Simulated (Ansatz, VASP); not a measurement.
Sn: VASP beside Ansatz

Contents of INCAR:

```
PREC = Accurate
ENCUT = 520
EDIFF = 1E-7
ISMEAR = -1
SIGMA = 0.05
LREAL = False
LASPH = True
NELM = 60
ALGO = Normal
ISIF = 2
LWAVE = False
LCHARG = False
GGA = PS
NBANDS = 21
```

Contents of KPOINTS:

```
Automatic mesh
0
Gamma
  8 8 8
```

Contents of POSCAR:

```
Sn
1.0
    0.0000000000      3.2333428000      3.2333428000
    3.2333428000      0.0000000000      3.2333428000
    3.2333428000      3.2333428000      0.0000000000
Sn
2
Direct
   -0.1575000000      0.0525000000      0.0525000000
    0.4075000000      0.1975000000      0.1975000000
```

Input for Ansatz:

```yaml
crystal:
  lattice:
    - [0.0, 3.2333428, 3.2333428]
    - [3.2333428, 0.0, 3.2333428]
    - [3.2333428, 3.2333428, 0.0]
  atoms:
    - { symbol: Sn, position: [-0.1575, 0.0525, 0.0525] }
    - { symbol: Sn, position: [0.4075, 0.1975, 0.1975] }
kpoints:
  mp_grid: { grid: [8, 8, 8] }
scf:
  occupations: { method: fermi_dirac, width: 0.05 }
hamiltonian:
  xc: pbesol
  pseudopotentials: { kind: paw }
output:
  forces: true
  stress: true
  eigenvalues: true
  populations: true
```

Change from the starting cell: shortest bond scaled by 0.58, PAW files.

Alike in both runs: task single point; functional PBEsol; k mesh 8 × 8 × 8; occupations fermi-dirac, width 0.05 eV; no spin polarisation.

```csv
,VASP,Ansatz
version,VASP 6.6.1,Ansatz 0.2.0
potentials or method,"VASP PAW PBE potentials, release 64 (Sn_d)","PAW with Ansatz's default frozen-core files, scalar-relativistic"
plane-wave cutoff (eV),520,420
valence electrons in the cell,28,28
```

VASP gave:

| Item | Value |
| --- | --- |
| pressure (GPa) | 82.1 |
| traceless stress, the component that is largest in VASP (GPa) | -82.79 |
| rms of the force components (eV/Å) | 37.501 |

Problem. What did Ansatz give for the same quantities?

Solution. Pressure (GPa): 104.6; traceless stress, the component that is largest in VASP (GPa): -106.63; rms of the force components (eV/Å): 48.384.

VASP's potentials were made for PBE, not for PBEsol. Atom by atom the forces differ by 10.883 eV/Å (rms over components). The pressures are high and differ by over a tenth, so treat them with care.

Noted on VASP's run: the cell as given lies far from equilibrium.
